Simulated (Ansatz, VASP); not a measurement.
**One calculation of TaN, two programs**

```
Ta N
1.0
     2.93800    0.00000    0.00000
    -2.93800    5.08877    0.00000
     0.00000    0.00000    2.88300
Ta N
2 2
Cartesian
  0.0000 1.6963 1.4415
  -1.4690 4.2406 1.4415
  0.0000 0.0000 0.0000
  -1.4690 2.5444 0.0000
```

Alike in both runs: task single point; functional LDA; k mesh 7 × 7 × 7; occupations gaussian, width 0.05 eV; collinear spin; Hubbard terms Ta d U = 2.0 eV, J = 0.9 eV.

```csv
,VASP,Ansatz
version,VASP 6.6.1,Ansatz 0.2.0
potentials or method,"VASP PAW LDA potentials, release 64 (Ta_pv, N), cutoff 520 eV","scalar-relativistic, plane waves, PAW"
valence electrons in the cell,32,36
```

Ansatz gave:

| Quantity | Value |
| --- | --- |
| gap on the k mesh at the Fermi level (eV) | none |
| pressure (GPa) | -10.7 |
| rms of the force components (eV/Å) | 0.004 |

Question: What did VASP give for the same quantities?

Answer: gap on the k mesh at the Fermi level (eV): none; pressure (GPa): -6.4; rms of the force components (eV/Å): 0.004.

LDA's correlation is that of Perdew and Zunger in VASP and of Perdew and Wang (1992) in Ansatz. The programs project onto different local orbitals, so the same U acts differently, and such runs can settle in different states. A gap of «none» marks a metal or a gap that the smearing closes. VASP's potentials hold 32 valence electrons a cell and Ansatz's 36, so a difference there can come from the potentials and not from the codes. Ansatz's warnings: anti translation declined, filled band counts differ across k points, seeded moment not kept, specified occupation not kept.

Neither program's run includes spin-orbit coupling.
